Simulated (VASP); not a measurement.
Runs of VASP 6.6.1 on Hf. The structure is that of space group Im-3m (No. 229), or close to it. The cells are those of the table. 

```csv
cell,gap on the mesh (eV),pressure (GPa)
"a = 3.126 Å, angles 109.5°, 1 atom",none,(b)
"a = 3.073 Å, angles 109.5°, 1 atom",none,-3.9
"a = 3.227 Å, angles 109.5°, 1 atom",none,-14.1
"a = 3.203 Å, angles 109.5°, 1 atom",none,(a)
"a = 3.046 Å, angles 109.5°, 1 atom",none,-1.4
```

Alike in all rows: task single point; level PBE+D3(BJ); potentials or basis VASP PAW PBE potentials, release 64 (Hf_pv); no spin polarisation; k mesh 9 × 9 × 9; cutoff (eV) 520; smearing gaussian 0.1 eV.

Question: Fill in the values left out.

Answer: (a) -12.8; (b) -8.2.

Caveats: spin-orbit coupling is left out, which moves the levels of the heavy elements; pairwise dispersion overbinds metals, which lowers pressure and volume.

A k mesh can miss the band edges, and the runs leave out spin-orbit coupling on Hf.

A gap of «none» marks levels without a gap at the run's occupations.
